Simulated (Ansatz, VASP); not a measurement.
## ZrB2: VASP beside Ansatz

INCAR

```
SYSTEM = ZrB2
PREC = Accurate
ENCUT = 520
EDIFF = 1E-6
ISMEAR = 0
SIGMA = 0.15
LREAL = .FALSE.
LASPH = .TRUE.
NELM = 100
ALGO = Normal
ISIF = 2
LWAVE = .FALSE.
LCHARG = .FALSE.
NBANDS = 16
```

KPOINTS

```
Automatic mesh
0
G
  18 18 12
  0 0 0
```

POSCAR

```
ZrB2
1.0
    3.1496484723      0.0000000000      0.0000000000
   -1.5748242362      2.7276755900      0.0000000000
    0.0000000000      0.0000000000      3.7272940021
Zr B
1 2
Direct
    0.0000000000      0.0000000000      0.0000000000
    0.3333333333      0.6666666667      0.5000000000
    0.6666666667      0.3333333333      0.5000000000
```

Input for Ansatz:

```yaml
crystal:
  lattice:
    - [3.1496484723, 0.0, 0.0]
    - [-1.5748242362, 2.72767559, 0.0]
    - [0.0, 0.0, 3.7272940021]
  atoms:
    - { symbol: Zr, position: [0.0, 0.0, 0.0] }
    - { symbol: B, position: [0.3333333333, 0.6666666667, 0.5] }
    - { symbol: B, position: [0.6666666667, 0.3333333333, 0.5] }
basis:
  ecutwfc: 520.0
kpoints:
  mp_grid: { grid: [18, 18, 12] }
hamiltonian:
  xc: lda
  pseudopotentials: { kind: paw }
scf:
  occupations: { method: gaussian, width: 0.15 }
output:
  forces: true
  stress: true
  eigenvalues: true
```

Alike in both runs: task single point; functional LDA; k mesh 18 × 18 × 12; occupations gaussian, width 0.15 eV; no spin polarisation.

|  | VASP | Ansatz |
| --- | --- | --- |
| version | VASP 6.6.1 | Ansatz 0.2.0 |
| potentials or method | VASP PAW LDA potentials, release 64 (Zr_sv, B), cutoff 520 eV | scalar-relativistic, plane waves, PAW |
| valence electrons in the cell | 18 | 18 |

```csv
,VASP,Ansatz,Ansatz less VASP
gap on the k mesh at the Fermi level (eV),none,none,-
pressure (GPa),-15.7,-16.1,-0.40
"traceless stress, the component that is largest in VASP (GPa)",-11.42,-11.44,-0.015
```

LDA's correlation is that of Perdew and Zunger in VASP and of Perdew and Wang (1992) in Ansatz. A gap of «none» marks a metal or a gap that the smearing closes.
